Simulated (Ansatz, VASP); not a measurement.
# CaC in VASP and in Ansatz

```
CELL_PARAMETERS angstrom
3.17446 0.00000 0.00000
0.00000 3.17446 0.00000
0.00000 0.00000 2.99828
ATOMIC_POSITIONS crystal
Ca 0.50000 0.50000 0.50000
C 0.00000 0.00000 0.00000
```

Alike in both runs: functional PBE; k mesh 6 × 6 × 6; occupations gaussian, width 0.1 eV; no spin polarisation.

Ansatz relaxed the structure, and its values are those at the end. VASP's run is a single point on that final structure, the one shown.

|  | VASP | Ansatz |
| --- | --- | --- |
| version | VASP 6.6.1 | Ansatz 0.2.0 |
| potentials or method | VASP PAW PBE potentials, release 64 (Ca_sv, C), cutoff 520 eV | scalar-relativistic, plane waves, PAW |
| valence electrons in the cell | 14 | 14 |

Ansatz gave:

- gap on the k mesh at the Fermi level (eV): none
- pressure (GPa): -0.1

**Question.** What did VASP give for the same quantities?

**Answer.** gap on the k mesh at the Fermi level (eV): none; pressure (GPa): 0.2.

A gap of «none» marks a metal or a gap that the smearing closes.
